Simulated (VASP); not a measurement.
Input of a VASP 6.6.1 run:

INCAR

```
  PREC = Accurate
  ENCUT = 600
  EDIFF = 1E-7
  ISMEAR = -1
  SIGMA = 0.1
  LREAL = F
  LASPH = T
  NELM = 200
  ALGO = Normal
  ISIF = 3
  LWAVE = F
  LCHARG = F
  ISPIN = 2
  MAGMOM = 2 0
  LORBIT = 11
  LMAXMIX = 6
  GGA = PS
  IBRION = 2
  NSW = 80
  EDIFFG = -0.03
  GGA_COMPAT = F
  NELMIN = 4
```

File KPOINTS:

```
regular mesh
0
Gamma
  6 6 6
```

The input POSCAR:

```
TmH
1.0
    0.0000000000      2.4450000000      2.4450000000
    2.4450000000      0.0000000000      2.4450000000
    2.4450000000      2.4450000000      0.0000000000
Tm H
1 1
Direct
    0.0000000000      0.0000000000      0.0000000000
    0.5000000000      0.5000000000      0.5000000000
```

Potentials or basis: VASP PAW PBE potentials, release 64 (Tm, H).

Command:

```sh
$ cat potpaw_PBE.64/Tm/POTCAR potpaw_PBE.64/H/POTCAR > POTCAR
$ mpirun -np 1 vasp_std > vasp.out
```

(1) Estimate the relaxed cell.

(2) Estimate the site moments.

(3) Estimate the net moment.

(4) Predict the relaxed volume.

## Answers

(1) a = 3.413 Å, b = 3.413 Å, c = 3.413 Å, α = 60.00°, β = 60.00°, γ = 60.00°.

(2) Tm +1.21; H -0.00 μB.

(3) 1.14 μB per cell.

(4) 14.06 Å³/atom.

Caveat: the k points lie up to 0.38 Å⁻¹ apart in the final cell; the magnetic or orbital state may not be the lowest; the PAW data sets were made with another functional, which shifts forces and pressure a little; semilocal functionals describe open f shells poorly, which spoils levels, moments and volumes.
